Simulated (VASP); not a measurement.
A run of VASP 6.6.1 is set up as follows.

Contents of INCAR:

```
SYSTEM = ZnO
ALGO = Normal
EDIFF = 1E-6
ENCUT = 520
GGA = PE
ISIF = 2
ISMEAR = 0
LASPH = .True.
LCHARG = .False.
LREAL = .False.
LWAVE = .False.
NBANDS = 66
NELM = 60
PREC = Accurate
SIGMA = 0.1
```

KPOINTS

```
k-points
0
Gamma
  6 2 4
  0 0 0
```

Contents of POSCAR:

```
ZnO
1.0
    3.3749066325      0.0000000000      0.0000000000
    0.0000000000     10.1751761049      0.0000000000
    0.0000000000      0.0000000000      4.6972462397
Zn O
6 6
Direct
    0.5000000000      0.8509187017      0.1085629255
    0.5000000000      0.1490812983      0.1085629255
    0.0000000000      0.0000000000      0.6118030983
    0.5000000000      0.5000000000      0.3881969017
    0.0000000000      0.3509187017      0.8914370745
    0.0000000000      0.6490812983      0.8914370745
    0.5000000000      0.0000000000      0.3757850729
    0.0000000000      0.8477732626      0.8732784758
    0.0000000000      0.1522267374      0.8732784758
    0.5000000000      0.3477732626      0.1267215242
    0.5000000000      0.6522267374      0.1267215242
    0.0000000000      0.5000000000      0.6242149271
```

Potentials or basis: VASP PAW PBE potentials, release 64 (Zn, O).

Launch:

```sh
$ cat potpaw_PBE.64/Zn/POTCAR potpaw_PBE.64/O/POTCAR > POTCAR
$ mpirun -np 1 vasp_std > vasp.out
```

Q: Estimate the largest force.

A: 0.036 eV/Å.

Q: Estimate the pressure.

A: 0.9 GPa.

Q: Estimate the band gap on the k mesh.

A: 0.87 eV.

Forces in eV/Å, atoms in the order of the input:
```
Zn   0.000  0.017  0.001
Zn   0.000 -0.017  0.001
Zn   0.000  0.000 -0.023
Zn   0.000  0.000  0.023
Zn   0.000  0.017 -0.001
Zn   0.000 -0.017 -0.001
O    0.000  0.000  0.036
O    0.000  0.013 -0.025
O    0.000 -0.013 -0.025
O    0.000  0.013  0.025
O    0.000 -0.013  0.025
O    0.000  0.000 -0.036
```
